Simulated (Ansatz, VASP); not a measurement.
**CaS: VASP beside Ansatz**

The input INCAR:

```
PREC = Accurate
ENCUT = 500
EDIFF = 1E-6
ISMEAR = 0
SIGMA = 0.1
LREAL = F
LASPH = T
NELM = 120
ALGO = Normal
ISIF = 2
LWAVE = F
LCHARG = F
GGA = CA
NBANDS = 15
GGA_COMPAT = F
```

Contents of KPOINTS:

```
Automatic mesh
0
Gamma
  6 6 6
```

The input POSCAR:

```
CaS
1.0
    0.0000000000      2.8250000000      2.8250000000
    2.8250000000      0.0000000000      2.8250000000
    2.8250000000      2.8250000000      0.0000000000
Ca S
1 1
Direct
    0.0000000000      0.0000000000      0.0000000000
    0.5000000000      0.5000000000      0.5000000000
```

Input for Ansatz:

```yaml
crystal:
  lattice:
    - [0.0, 2.825, 2.825]
    - [2.825, 0.0, 2.825]
    - [2.825, 2.825, 0.0]
  atoms:
    - { symbol: Ca, position: [0.0, 0.0, 0.0] }
    - { symbol: S, position: [0.5, 0.5, 0.5] }
basis:
  ecutwfc: 420
kpoints:
  mp_grid: { grid: [6, 6, 6] }
hamiltonian:
  xc: lda
  pseudopotentials: { kind: paw, azcp: { folder: soft_1 } }
scf:
  occupations: { method: gaussian, width: 0.1 }
output:
  forces: true
  stress: true
  eigenvalues: true
```

Alike in both runs: task single point; functional LDA; k mesh 6 × 6 × 6; occupations gaussian, width 0.1 eV; no spin polarisation.

|  | VASP | Ansatz |
| --- | --- | --- |
| version | VASP 6.6.1 | Ansatz 0.2.0 |
| potentials or method | VASP PAW LDA potentials, release 64 (Ca_sv, S), cutoff 500 eV | scalar-relativistic, plane waves, PAW |
| valence electrons in the cell | 16 | 16 |

|  | VASP | Ansatz | Ansatz less VASP |
| --- | --- | --- | --- |
| gap on the k mesh at the Fermi level (eV) | 2.08 | 2.09 | +0.009 |
| least direct gap on the mesh (eV) | 2.92 | 2.93 | +0.010 |
| pressure (GPa) | -2.6 | -2.8 | -0.23 |

Ansatz warns that its potentials were made for another functional, while VASP's fit it. LDA's correlation is that of Perdew and Zunger in VASP and of Perdew and Wang (1992) in Ansatz.
